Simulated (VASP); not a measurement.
# TiSi2 (Cmcm) in VASP: a series of runs

The runs below take TiSi2 through single point, with PBE.

Everything below comes from runs of VASP 6.6.1. Logs are shortened: lines on timing, memory, paths and dates and some standing lists are left out, and cuts for length are marked.

## (1) The cell of the first run

The structure is orthorhombic, space group Cmcm (No. 63). The conventional cell has a = 3.707 Å, b = 13.081 Å, c = 3.740 Å, α = 90.00°, β = 90.00°, γ = 90.00°. Ti (site symmetry m2m) has 10 Si at 2.67 to 2.82 Å and 2 Ti at 3.28 Å within 3.5 Å. Si (site symmetry m2m) has 6 Si at 2.43 to 3.12 Å and 6 Ti at 2.70 to 2.82 Å within 3.2 Å. Si (site symmetry m2m) has 8 Si at 2.63 to 3.12 Å and 4 Ti at 2.67 to 2.68 Å within 3.5 Å.

## (2) Single point, PBE (15.11 Å³/atom)

Contents of INCAR:

```
SYSTEM = TiSi2
PREC     = Accurate       ! precision mode
ENCUT    = 520            ! plane-wave cutoff, eV
EDIFF    = 1E-6           ! SCF threshold, eV
ISMEAR   = 0              ! smearing method
SIGMA    = 0.15           ! smearing width, eV
LREAL    = .False.        ! projectors in reciprocal space
LASPH    = .True.         ! aspherical terms in the spheres
NELM     = 100            ! most SCF steps
ALGO     = Normal         ! electronic algorithm
ISIF     = 2              ! what is computed and relaxed
LWAVE    = .False.        ! write WAVECAR
LCHARG   = .True.         ! write CHGCAR
GGA      = PE             ! functional
LELF     = .True.         ! ELF
LVHAR    = .True.       
NBANDS   = 29             ! bands
```

Contents of KPOINTS:

```
regular mesh
0
Gamma
  12 12 12
  0 0 0
```

Contents of POSCAR:

```
TiSi2
1.0
    1.8534841084     -6.5403289404      0.0000000000
    1.8534841084      6.5403289404      0.0000000000
    0.0000000000      0.0000000000      3.7401022799
Ti Si
2 4
Direct
    0.8968075258      0.1031924742      0.7500000000
    0.1031924742      0.8968075258      0.2500000000
    0.5591373591      0.4408626409      0.7500000000
    0.4408626409      0.5591373591      0.2500000000
    0.2498287182      0.7501712818      0.7500000000
    0.7501712818      0.2498287182      0.2500000000
```

Potentials or basis: VASP PAW PBE potentials, release 64 (Ti_sv, Si).

Launch:

```bash
$ cat potpaw_PBE.64/Ti_sv/POTCAR potpaw_PBE.64/Si/POTCAR > POTCAR
$ mpirun -np 1 vasp_std > vasp.out
```

OUTCAR:

```text
SYSTEM = TiSi2
   PREC = Accurate
   ENCUT = 520
   EDIFF = 1E-6
   ISMEAR = 0
   LREAL = .False.
   LASPH = .True.
   NELM = 100
   ISIF = 2
   GGA = PE

 ion  position               nearest neighbor table
   1  0.897  0.103  0.750-   5 2.67   5 2.67   6 2.68   6 2.68   4 2.70   4 2.70   4 2.70   4 2.70
                             3 2.82   3 2.82
   2  0.103  0.897  0.250-   6 2.67   6 2.67   5 2.68   5 2.68   3 2.70   3 2.70   3 2.70   3 2.70
                             4 2.82   4 2.82
   3  0.559  0.441  0.750-   4 2.43   4 2.43   2 2.70   2 2.70   2 2.70   2 2.70   1 2.82   1 2.82
                             5 3.11   5 3.11   6 3.12   6 3.12
   4  0.441  0.559  0.250-   3 2.43   3 2.43   1 2.70   1 2.70   1 2.70   1 2.70   2 2.82   2 2.82
                             6 3.11   6 3.11   5 3.12   5 3.12
   5  0.250  0.750  0.750-   6 2.63   6 2.63   6 2.63   6 2.63   1 2.67   1 2.67   2 2.68   2 2.68
                             3 3.11   3 3.11   4 3.12   4 3.12
   6  0.750  0.250  0.250-   5 2.63   5 2.63   5 2.63   5 2.63   2 2.67   2 2.67   1 2.68   1 2.68
                             4 3.11   4 3.11   3 3.12   3 3.12

  LATTYP: Found a base centered orthorhombic cell.
 ALAT       =     3.7069682168
 B/A-ratio  =     3.5286673950
 C/A-ratio  =     1.0089383186

  Lattice vectors:

 A1 = (   1.8534841084,  -6.5403289404,   0.0000000000)
 A2 = (   1.8534841084,   6.5403289404,   0.0000000000)
 A3 = (   0.0000000000,   0.0000000000,   3.7401022799)

Analysis of symmetry for initial positions (statically):
=====================================================================
 Subroutine PRICEL returns:
 Original cell was already a primitive cell.

 Routine SETGRP: Setting up the symmetry group for a
 base centered orthorhombic supercell.

 Subroutine GETGRP returns: Found  8 space group operations
 (whereof  4 operations were pure point group operations)
 out of a pool of  8 trial point group operations.

The static configuration has the point symmetry C_2h.
 The point group associated with its full space group is D_2h.

Analysis of symmetry for dynamics (positions and initial velocities):
=====================================================================
 Subroutine PRICEL returns:
 Original cell was already a primitive cell.

 Routine SETGRP: Setting up the symmetry group for a
 base centered orthorhombic supercell.

 Subroutine GETGRP returns: Found  8 space group operations
 (whereof  4 operations were pure point group operations)
 out of a pool of  8 trial point group operations.

[... 113 lines left out ...]
   IBRION =     -1    ionic relax: 0-MD 1-quasi-New 2-CG
   NFREE  =      0    steps in history (QN), initial steepest desc. (CG)
   ISIF   =      2    stress and relaxation
   ISYM   =      2    0-nonsym 1-usesym 2-fastsym
   POTIM  = 0.5000    time-step for ionic-motion
   TEBEG  =    0.0;   TEEND  =   0.0 temperature during run
   PSTRESS=    0.0 pullay stress
   NELECT =      40.0000    total number of electrons
   NUPDOWN=      -1.0000    fix difference up-down
   EMIN   =  10.00;   EMAX   =-10.00  energy-range for DOS
   EFERMI =   0.00;   METHOD = LEGACY
   ISMEAR =     0;   SIGMA  =   0.15  broadening in eV -4-tet -1-fermi 0-gaus
   EFERMI_NEDOS =   21; number of points for ismear=-14 and -15
   IALGO  =     38    algorithm
   IMIX   =      4    mixing-type and parameters
     AMIX     =   0.40;   BMIX     =  1.00
     AMIX_MAG =   1.60;   BMIX_MAG =  1.00
  volume/ion in A,a.u.               =      15.11       101.99
  Fermi-wavevector in a.u.,A,eV,Ry     =   1.246218  2.355011 21.130671  1.553060
  Thomas-Fermi vector in A             =   2.380406
   LORBIT       =      0    0 simple, 1 ext, 2 COOP (PROOUT), +10 PAW based schemes
   GGA     = PE    functional components
   LHFCALC =     F    Hartree Fock is set to
   AEXX    =    0.0000 exact exchange contribution
   IVDW    =     0    specifies the selected vdW correction
   LEPSILON=     F    determine dielectric tensor
   LRPA    =     F    only Hartree local field effects (RPA)
 non-spin polarized calculation
 Gauss-broadening in eV      SIGMA  =   0.15
  energy-cutoff  :      520.00
  volume of cell :       90.68
 maximum number of plane-waves:      2466
 NGX is ok and might be reduce to    54
   NGX = 25   NGY = 25   NGZ = 13

 number of electron      39.9999998 magnetization

 Free energy of the ion-electron system (eV)
  ---------------------------------------------------
  ext. energy  EPLUGINS =         0.00000000
  ---------------------------------------------------
  free energy    TOTEN  =       -40.40376904 eV

  energy without entropy =      -40.38058001  energy(sigma->0) =      -40.39217452

 E-fermi :   9.7405     XC(G=0): -11.3650

 val. band max:        9.7328755516   @ k =  -0.4167   0.0833   0.0000
 cond. band min:       9.7410484228   @ k =   0.4167   0.4167   0.0000
 fundamental gap:      0.0081728712
 Fermi energy:         9.7404616900

 k-point     1 :       0.0000    0.0000    0.0000
  band No.  band energies     occupation
      1     -47.1940      2.00000
      2     -47.1842      2.00000
      3     -23.5155      2.00000
      4     -23.5100      2.00000
      5     -23.4968      2.00000
      6     -23.4845      2.00000
[... 757 lines left out ...]
     28      12.4842      0.00000
     29      13.5761      0.00000

 [... further k-points ...]

------------------------ aborting loop because EDIFF is reached ----------------------------------------

  FORCE on cell =-STRESS in cart. coord.  units (eV):
  Direction    XX          YY          ZZ          XY          YZ          ZX
  --------------------------------------------------------------------------------------
  -------------------------------------------------------------------------------------
  Total       -6.5688845      2.0149616     -7.0955754      0.0000000      0.0000000      0.0000000
  in kB     -116.0647321     35.6020843   -125.3707626      0.0000000      0.0000000      0.0000000
  external PRESSURE =     -68.6111368 kB  Pullay stress =       0.0000000 kB

 VOLUME and BASIS-vectors are now :
 -----------------------------------------------------------------------------
  energy-cutoff  :      520.00
  volume of cell :       90.68
      direct lattice vectors                 reciprocal lattice vectors
     1.853484108 -6.540328940  0.000000000     0.269762227 -0.076448754  0.000000000
     1.853484108  6.540328940  0.000000000     0.269762227  0.076448754  0.000000000
     0.000000000  0.000000000  3.740102280     0.000000000  0.000000000  0.267372367

 POSITION                                       TOTAL-FORCE (eV/Angst)
 -----------------------------------------------------------------------------------
      1.85348     -5.19050      2.80508         0.000000     -0.422815      0.000000
      1.85348      5.19050      0.93503         0.000000      0.422815     -0.000000
      1.85348     -0.77356      2.80508         0.000000     -0.164101     -0.000000
      1.85348      0.77356      0.93503         0.000000      0.164101     -0.000000
      1.85348      3.27240      2.80508         0.000000      0.035439     -0.000000
      1.85348     -3.27240      0.93503         0.000000     -0.035439     -0.000000
 -----------------------------------------------------------------------------------
    total drift:                               -0.000000     -0.000000      0.000000

  FREE ENERGIE OF THE ION-ELECTRON SYSTEM (eV)
  ---------------------------------------------------
  free  energy   TOTEN  =       -40.4037690356 eV

  energy  without entropy=      -40.3805800109  energy(sigma->0) =      -40.39217452
```

OSZICAR:

```text
N       E                     dE             d eps       ncg     rms          rms(c)
DAV:   1     0.381856901511E+03    0.38186E+03   -0.18856E+04 17466   0.144E+03
DAV:   2     0.125904147086E+01   -0.38060E+03   -0.37028E+03 17588   0.421E+02
DAV:   3    -0.407482809906E+02   -0.42007E+02   -0.41172E+02 28538   0.117E+02
DAV:   4    -0.444049482242E+02   -0.36567E+01   -0.36292E+01 25360   0.303E+01
DAV:   5    -0.446122060479E+02   -0.20726E+00   -0.20718E+00 25886   0.614E+00    0.174E+01
DAV:   6    -0.416310558990E+02    0.29812E+01   -0.46085E+01 24523   0.431E+01    0.882E+00
DAV:   7    -0.405217097410E+02    0.11093E+01   -0.12722E+01 23839   0.247E+01    0.525E+00
DAV:   8    -0.404137190876E+02    0.10799E+00   -0.11301E+00 23483   0.754E+00    0.106E+00
DAV:   9    -0.404039990284E+02    0.97201E-02   -0.89349E-02 24821   0.208E+00    0.722E-01
DAV:  10    -0.404051160525E+02   -0.11170E-02   -0.32850E-02 25025   0.127E+00    0.341E-01
DAV:  11    -0.404037595136E+02    0.13565E-02   -0.78103E-03 24575   0.636E-01    0.460E-02
DAV:  12    -0.404037668991E+02   -0.73855E-05   -0.29569E-04 24864   0.112E-01    0.178E-02
DAV:  13    -0.404037681530E+02   -0.12539E-05   -0.11832E-05 24839   0.228E-02    0.979E-03
DAV:  14    -0.404037690356E+02   -0.88260E-06   -0.12350E-06 15537   0.960E-03
   1 F= -.40403769E+02 E0= -.40392175E+02  d E =-.231890E-01
```

stdout:

```text
POSCAR found type information on POSCAR TiSi
 POSCAR found :  2 types and       6 ions
 scaLAPACK will be used
 LDA part: xc-table for (Slater+PW92), standard interpolation
 POSCAR, INCAR and KPOINTS ok, starting setup
 FFT: planning ... GRIDC
 FFT: planning ... GRID_SOFT
 FFT: planning ... GRID
 WAVECAR not read
 entering main loop
```

Run time: 18 min. Hardware: 1 thread of Intel Xeon Platinum 8124M at 3.00GHz (Skylake/Cascade Lake), shared host; peak memory 0.75 GiB.

Results:

```yaml
Free_energy: -40.4038 eV
Pressure: -6.9 GPa
Largest_force: 0.423 eV/Å
Band_gap_on_the_k_mesh: zero (bands 20 and 21 overlap by 0.82 eV)
```

Forces in eV/Å, atoms in the order of the input:
```
Ti   0.000 -0.423  0.000
Ti   0.000  0.423  0.000
Si   0.000 -0.164  0.000
Si   0.000  0.164  0.000
Si   0.000  0.035  0.000
Si   0.000 -0.035  0.000
```

Stress tensor (GPa, compression positive):
```
-11.61   0.00   0.00
  0.00   3.56   0.00
  0.00   0.00 -12.54
```

Caveat: the stress differs along the axes, from -13 to 4 GPa.

[end of part 1 of 2]
